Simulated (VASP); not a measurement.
# HfN (Fm-3m) in VASP: notebook

HfN is run at these levels: r2SCAN; tasks: single point.

Program: VASP 6.6.1. These are calculated values, not measurements. Logs are shortened: lines on timing, memory, paths and dates and some standing lists are left out, and cuts for length are marked.

## Step 1: The cell of the first run

It takes space group Fm-3m (No. 225, cubic). Conventional cell: a = 4.299 Å, b = 4.299 Å, c = 4.299 Å, α = 90.00°, β = 90.00°, γ = 90.00°. Hf (site symmetry m-3m) has 6 N at 2.15 Å within 2.8 Å. N (site symmetry m-3m) has 6 Hf at 2.15 Å within 2.8 Å.

## Step 2: Single point, r2SCAN

Contents of POSCAR:

```
HfN
1.0
    0.0000000000      2.1494689037      2.1494689037
    2.1494689037      0.0000000000      2.1494689037
    2.1494689037      2.1494689037      0.0000000000
Hf N
1 1
Direct
    0.0000000000      0.0000000000      0.0000000000
    0.5000000000      0.5000000000      0.5000000000
```

Contents of INCAR.step1:

```
ALGO = Normal
EDIFF = 1E-4
ENCUT = 520
GGA = PE
ISMEAR = 0
LASPH = T
LCHARG = F
LREAL = F
LWAVE = T
NBANDS = 14
NELM = 60
PREC = Accurate
SIGMA = 0.1
```

Contents of INCAR.step2:

```
ALGO = Normal
EDIFF = 1E-6
ENCUT = 520
ISIF = 2
ISMEAR = 0
ISTART = 1
LASPH = T
LCHARG = F
LMIXTAU = T
LREAL = F
LWAVE = F
METAGGA = R2SCAN
NBANDS = 14
NELM = 60
PREC = Accurate
SIGMA = 0.1
```

Contents of KPOINTS:

```
k-points
0
Gamma
  16 16 16
```

Potentials or basis: VASP PAW PBE potentials, release 64 (Hf_pv, N).

Started as:

```console
$ cat potpaw_PBE.64/Hf_pv/POTCAR potpaw_PBE.64/N/POTCAR > POTCAR
$ cp INCAR.step1 INCAR
$ mpirun -np 1 vasp_std > vasp.out
$ cp INCAR.step2 INCAR
$ mpirun -np 1 vasp_std > vasp.out
```

OUTCAR:

```text
EDIFF = 1E-6
   ENCUT = 520
   ISIF = 2
   ISMEAR = 0
   ISTART = 1
   LASPH = T
   LREAL = F
   METAGGA = R2SCAN
   NELM = 60
   PREC = Accurate

 ion  position               nearest neighbor table
   1  0.000  0.000  0.000-   2 2.15   2 2.15   2 2.15   2 2.15   2 2.15   2 2.15
   2  0.500  0.500  0.500-   1 2.15   1 2.15   1 2.15   1 2.15   1 2.15   1 2.15

  LATTYP: Found a face centered cubic cell.
 ALAT       =     4.2989378074

  Lattice vectors:

 A1 = (   0.0000000000,   2.1494689037,   2.1494689037)
 A2 = (   2.1494689037,   0.0000000000,   2.1494689037)
 A3 = (   2.1494689037,   2.1494689037,   0.0000000000)

Analysis of symmetry for initial positions (statically):
=====================================================================
 Subroutine PRICEL returns:
 Original cell was already a primitive cell.

 Routine SETGRP: Setting up the symmetry group for a
 face centered cubic supercell.

 Subroutine GETGRP returns: Found 48 space group operations
 (whereof 48 operations were pure point group operations)
 out of a pool of 48 trial point group operations.

The static configuration has the point symmetry O_h .

Analysis of symmetry for dynamics (positions and initial velocities):
=====================================================================
 Subroutine PRICEL returns:
 Original cell was already a primitive cell.

 Routine SETGRP: Setting up the symmetry group for a
 face centered cubic supercell.

 Subroutine GETGRP returns: Found 48 space group operations
 (whereof 48 operations were pure point group operations)
 out of a pool of 48 trial point group operations.

The dynamic configuration has the point symmetry O_h .

 Subroutine INISYM returns: Found 48 space group operations
 (whereof 48 operations are pure point group operations),
 and found     1 'primitive' translations

----------------------------------------------------------------------------------------

                                     Primitive cell

  volume of cell :      19.8620

  direct lattice vectors                    reciprocal lattice vectors
     0.000000000  2.149468904  2.149468904    -0.232615601  0.232615601  0.232615601
     2.149468904  0.000000000  2.149468904     0.232615601 -0.232615601  0.232615601
     2.149468904  2.149468904  0.000000000     0.232615601  0.232615601 -0.232615601

  length of vectors
     3.039808076  3.039808076  3.039808076     0.402902039  0.402902039  0.402902039

  position of ions in fractional coordinates (direct lattice)
     0.000000000  0.000000000  0.000000000
     0.500000000  0.500000000  0.500000000

  ion indices of the primitive-cell ions
   primitive index   ion index
                 1           1
                 2           2

----------------------------------------------------------------------------------------

 KPOINTS: k-points

Automatic generation of k-mesh.
 Grid dimensions read from file:
 generate k-points for:   16   16   16

 Generating k-lattice:

  Cartesian coordinates                     Fractional coordinates (reciprocal lattice)
    -0.014538475  0.014538475  0.014538475     0.062500000  0.000000000  0.000000000
     0.014538475 -0.014538475  0.014538475     0.000000000  0.062500000  0.000000000
     0.014538475  0.014538475 -0.014538475     0.000000000  0.000000000  0.062500000

  Length of vectors
     0.025181377  0.025181377  0.025181377

  Shift w.r.t. Gamma in fractional coordinates (k-lattice)
     0.000000000  0.000000000  0.000000000

 Subroutine IBZKPT returns following result:
 ===========================================

 Found    145 irreducible k-points:

 Following reciprocal coordinates:
            Coordinates               Weight
  0.000000  0.000000  0.000000      1.000000
  0.062500  0.000000  0.000000      8.000000
  0.125000  0.000000  0.000000      8.000000
  0.187500  0.000000  0.000000      8.000000
  0.250000  0.000000  0.000000      8.000000
  0.312500  0.000000  0.000000      8.000000
[... 16 lines left out ...]
 -0.125000  0.062500  0.000000     24.000000
 -0.062500  0.062500  0.000000     12.000000
 [... further k-points ...]
   k-points           NKPTS =    145   k-points in BZ     NKDIM =    145   number of bands    NBANDS=     14
   number of dos      NEDOS =    301   number of ions     NIONS =      2
   total plane-waves  NPLWV =  13824
   dimension x,y,z NGX =    24 NGY =   24 NGZ =   24
   dimension x,y,z NGXF=    48 NGYF=   48 NGZF=   48
   ions per type =               1   1
   NGX,Y,Z   is equivalent  to a cutoff of  13.13, 13.13, 13.13 a.u.
   NGXF,Y,Z  is equivalent  to a cutoff of  26.25, 26.25, 26.25 a.u.
 SYSTEM =  unknown system
   PREC   = accura    normal or accurate (medium, high low for compatibility)
   ISTART =      1    job   : 0-new  1-cont  2-samecut
   ICHARG =      0    charge: 1-file 2-atom 10-const
   ISPIN  =      1    spin polarized calculation?
   LNONCOLLINEAR =      F non collinear calculations
   LSORBIT =      F    spin-orbit coupling
   LASPH  =      T    aspherical Exc in radial PAW
   ENCUT  =  520.0 eV  38.22 Ry    6.18 a.u.   5.65  5.65  5.65*2*pi/ulx,y,z
   NELM   =     60;   NELMIN=  2; NELMDL=  0     # of ELM steps
   EDIFF  = 0.1E-05   stopping-criterion for ELM
   LREAL  =      F    real-space projection
   EDIFFG = 0.1E-04   stopping-criterion for IOM
   NSW    =      0    number of steps for IOM
   IBRION =     -1    ionic relax: 0-MD 1-quasi-New 2-CG
   NFREE  =      0    steps in history (QN), initial steepest desc. (CG)
   ISIF   =      2    stress and relaxation
   ISYM   =      2    0-nonsym 1-usesym 2-fastsym
   POTIM  = 0.5000    time-step for ionic-motion
   TEBEG  =    0.0;   TEEND  =   0.0 temperature during run
   PSTRESS=    0.0 pullay stress
   NELECT =      15.0000    total number of electrons
   NUPDOWN=      -1.0000    fix difference up-down
   EMIN   =  10.00;   EMAX   =-10.00  energy-range for DOS
   EFERMI =   0.00;   METHOD = LEGACY
   ISMEAR =     0;   SIGMA  =   0.10  broadening in eV -4-tet -1-fermi 0-gaus
   EFERMI_NEDOS =   21; number of points for ismear=-14 and -15
   IALGO  =     38    algorithm
   IMIX   =      4    mixing-type and parameters
     AMIX     =   0.40;   BMIX     =  1.00
     AMIX_MAG =   1.60;   BMIX_MAG =  1.00
  volume/ion in A,a.u.               =       9.93        67.02
  Fermi-wavevector in a.u.,A,eV,Ry     =   1.490839  2.817277 30.240322  2.222601
  Thomas-Fermi vector in A             =   2.603570
   LORBIT       =      0    0 simple, 1 ext, 2 COOP (PROOUT), +10 PAW based schemes
   METAGGA = R2SCAN    functional components
   LHFCALC =     F    Hartree Fock is set to
   AEXX    =    0.0000 exact exchange contribution
   IVDW    =     0    specifies the selected vdW correction
   LEPSILON=     F    determine dielectric tensor
   LRPA    =     F    only Hartree local field effects (RPA)
 non-spin polarized calculation
 Gauss-broadening in eV      SIGMA  =   0.10
  energy-cutoff  :      520.00
  volume of cell :       19.86
 maximum number of plane-waves:       548
   NGX = 11   NGY = 11   NGZ = 11

 number of electron      14.9999998 magnetization

 Free energy of the ion-electron system (eV)
  ---------------------------------------------------
  ext. energy  EPLUGINS =         0.00000000
  ---------------------------------------------------
  free energy    TOTEN  =       -57.74914561 eV

  energy without entropy =      -57.74644624  energy(sigma->0) =      -57.74779593

 E-fermi :   9.9051     XC(G=0): -14.4641

 val. band max:        9.9000258920   @ k =  -0.1250   0.0625   0.0000
 cond. band min:       9.9151961723   @ k =   0.0625   0.0625   0.0000
 fundamental gap:      0.0151702803
 Fermi energy:         9.9050965726

 k-point     1 :       0.0000    0.0000    0.0000
  band No.  band energies     occupation
      1     -22.0088      2.00000
      2     -22.0088      2.00000
      3     -22.0088      2.00000
      4      -9.6751      2.00000
      5       6.3186      2.00000
      6       6.3186      2.00000
      7       6.3186      2.00000
      8       9.4690      2.00000
      9       9.4690      2.00000
     10       9.4690      2.00000
     11      12.2933      0.00000
     12      12.2934      0.00000
     13      13.6008      0.00000
     14      20.3617      0.00000

 k-point     2 :       0.0625    0.0000    0.0000
  band No.  band energies     occupation
      1     -22.0835      2.00000
      2     -22.0138      2.00000
      3     -22.0138      2.00000
      4      -9.5465      2.00000
      5       5.8908      2.00000
      6       6.0256      2.00000
      7       6.0256      2.00000
      8       9.6099      1.99997
      9       9.6326      1.99988
     10       9.6326      1.99988
     11      12.6777      0.00000
     12      12.6777      0.00000
     13      13.8815      0.00000
     14      20.7378      0.00000

 k-point     3 :       0.1250    0.0000    0.0000
  band No.  band energies     occupation
      1     -22.2898      2.00000
      2     -22.0277      2.00000
      3     -22.0277      2.00000
      4      -9.1816      2.00000
      5       4.8994      2.00000
      6       5.3501      2.00000
      7       5.3501      2.00000
      8       9.8820      1.25576
      9      10.0636      0.02501
     10      10.0636      0.02501
     11      13.6746      0.00000
     12      13.6746      0.00000
     13      14.6188      0.00000
     14      21.6890      0.00000

 k-point     4 :       0.1875    0.0000    0.0000
  band No.  band energies     occupation
      1     -22.5826      2.00000
      2     -22.0485      2.00000
      3     -22.0485      2.00000
      4      -8.6350      2.00000
      5       3.7150      2.00000
      6       4.5755      2.00000
      7       4.5755      2.00000
      8      10.2166      0.00001
      9      10.7056      0.00000
     10      10.7056      0.00000
     11      15.0174      0.00000
     12      15.0174      0.00000
     13      15.5760      0.00000
     14      21.6889      0.00000

 k-point     5 :       0.2500    0.0000    0.0000
  band No.  band energies     occupation
      1     -22.9072      2.00000
      2     -22.0728      2.00000
      3     -22.0728      2.00000
      4      -7.9784      2.00000
      5       2.5269      2.00000
      6       3.8519      2.00000
      7       3.8519      2.00000
      8      10.6881      0.00000
      9      11.5279      0.00000
     10      11.5279      0.00000
     11      16.4846      0.00000
[... 276 lines left out ...]
 k-point    22 :      -0.1875    0.0625    0.0000
  band No.  band energies     occupation
      1     -22.7014      2.00000
      2     -22.1215      2.00000
      3     -22.0332      2.00000
      4      -8.3593      2.00000
      5       3.1005      2.00000
      6       4.0336      2.00000
      7       4.6569      2.00000
      8      10.2284      0.00000
      9      10.6304      0.00000
     10      11.7794      0.00000
     11      14.4354      0.00000
     12      16.3411      0.00000
     13      16.3889      0.00000
     14      21.6889      0.00000

 k-point    23 :      -0.1250    0.0625    0.0000
  band No.  band energies     occupation
      1     -22.4077      2.00000
      2     -22.0871      2.00000
      3     -22.0162      2.00000
      4      -8.9264      2.00000
      5       4.1947      2.00000
      6       4.7558      2.00000
      7       5.3704      2.00000
      8       9.9000      1.05717
      9      10.0296      0.07832
     10      10.9497      0.00000
     11      13.3447      0.00000
     12      14.8805      0.00000
     13      15.3464      0.00000
     14      21.6890      0.00000

 k-point    24 :      -0.0625    0.0625    0.0000
  band No.  band energies     occupation
      1     -22.1863      2.00000
      2     -22.0493      2.00000
      3     -22.0093      2.00000
      4      -9.3422      2.00000
      5       5.1993      2.00000
      6       5.4834      2.00000
      7       5.9154      2.00000
      8       9.6578      1.99953
      9       9.6787      1.99863
     10      10.2375      0.00000
     11      12.7265      0.00000
     12      13.5970      0.00000
     13      14.4071      0.00000
     14      21.3337      0.00000

 [... further k-points ...]
[... 5 lines left out ...]
  --------------------------------------------------------------------------------------
  -------------------------------------------------------------------------------------
  Total        7.1169837      7.1169837      7.1169837     -0.0000000      0.0000000      0.0000000
  in kB      574.0940634    574.0940634    574.0940634     -0.0000000      0.0000000      0.0000000
  external PRESSURE =     574.0940634 kB  Pullay stress =       0.0000000 kB

 VOLUME and BASIS-vectors are now :
 -----------------------------------------------------------------------------
  energy-cutoff  :      520.00
  volume of cell :       19.86
      direct lattice vectors                 reciprocal lattice vectors
     0.000000000  2.149468904  2.149468904    -0.232615601  0.232615601  0.232615601
     2.149468904  0.000000000  2.149468904     0.232615601 -0.232615601  0.232615601
     2.149468904  2.149468904  0.000000000     0.232615601  0.232615601 -0.232615601

 POSITION                                       TOTAL-FORCE (eV/Angst)
 -----------------------------------------------------------------------------------
      0.00000      0.00000      0.00000        -0.000000     -0.000000     -0.000000
      2.14947      2.14947      2.14947         0.000000      0.000000      0.000000
 -----------------------------------------------------------------------------------
    total drift:                                0.000000     -0.000000     -0.000000

  FREE ENERGIE OF THE ION-ELECTRON SYSTEM (eV)
  ---------------------------------------------------
  free  energy   TOTEN  =       -57.7491456120 eV

  energy  without entropy=      -57.7464462422  energy(sigma->0) =      -57.74779593
```

Run time: 2 min. Hardware: 1 thread of AMD EPYC 9R45 (Zen 5), shared host; peak memory 0.15 GiB.

What came out:

```yaml
Free_energy: -57.7491 eV
Pressure: 57.4 GPa
Band_gap_on_the_k_mesh: zero (an odd number of electrons rules out a gap without spin polarisation)
```

Caveat: the cell stands under pressure; the PAW data sets were made with another functional, which shifts forces and pressure a little; spin-orbit coupling is left out, which moves the levels of the heavy elements; an odd number of electrons without spin polarisation forces a metal; a magnetic or distorted state may lie lower.

## Step 3: Single point, r2SCAN

This run uses another cell than the first one, of 10.61 Å³/atom.

Contents of POSCAR:

```
HfN
1.0
    0.0000000000      2.1970369847      2.1970369847
    2.1970369847      0.0000000000      2.1970369847
    2.1970369847      2.1970369847      0.0000000000
Hf N
1 1
Direct
    0.0000000000      0.0000000000      0.0000000000
    0.5000000000      0.5000000000      0.5000000000
```

Contents of INCAR.step1:

```
SYSTEM = HfN
PREC = Accurate
ENCUT = 520
ISMEAR = 0
SIGMA = 0.1
LREAL = .FALSE.
LASPH = .TRUE.
NELM = 100
NBANDS = 14
GGA = PE
ALGO = Normal
EDIFF = 1E-4
LWAVE = .TRUE.
LCHARG = .FALSE.
```

Contents of INCAR.step2:

```
SYSTEM = HfN
PREC = Accurate
ENCUT = 520
EDIFF = 1E-6
ISMEAR = 0
SIGMA = 0.1
LREAL = .FALSE.
LASPH = .TRUE.
NELM = 100
ALGO = Normal
ISIF = 2
LWAVE = .FALSE.
LCHARG = .FALSE.
METAGGA = R2SCAN
LMIXTAU = .TRUE.
NBANDS = 14
ISTART = 1
```

Contents of KPOINTS:

```
Automatic mesh
0
G
  16 16 16
  0 0 0
```

Potentials or basis: VASP PAW PBE potentials, release 64 (Hf_pv, N).

Started as:

```console
$ cat potpaw_PBE.64/Hf_pv/POTCAR potpaw_PBE.64/N/POTCAR > POTCAR
$ cp INCAR.step1 INCAR
$ mpirun -np 1 vasp_std > vasp.out
$ cp INCAR.step2 INCAR
$ mpirun -np 1 vasp_std > vasp.out
```

Wall time 2.1 min (1 thread of AMD EPYC 9R45 (Zen 5), shared host); peak memory 0.15 GiB.

It converged, with:

```yaml
Free_energy: -58.0988 eV
Pressure: 27.2 GPa
Band_gap_on_the_k_mesh: zero (an odd number of electrons rules out a gap without spin polarisation)
```

Levels at points of the mesh, in eV from the Fermi level:
| k point | band 6 | band 7 | band 8 | band 9 | band 10 | band 11 |
| --- | --- | --- | --- | --- | --- | --- |
| (0.00, 0.00, 0.00) | -3.53 | -3.53 | -0.39 | -0.39 | -0.39 | 2.22 |
| (0.50, 0.00, 0.00) | -7.10 | -7.10 | 3.80 | 4.23 | 4.23 | 5.09 |
| (0.50, 0.50, 0.00) | -4.29 | -4.16 | -4.16 | 4.60 | 6.24 | 6.24 |

Caveat: the cell stands under pressure; the PAW data sets were made with another functional, which shifts forces and pressure a little; spin-orbit coupling is left out, which moves the levels of the heavy elements; an odd number of electrons without spin polarisation forces a metal; a magnetic or distorted state may lie lower.

The gap in the log of VASP goes by the Fermi energy; the results here count the filled bands.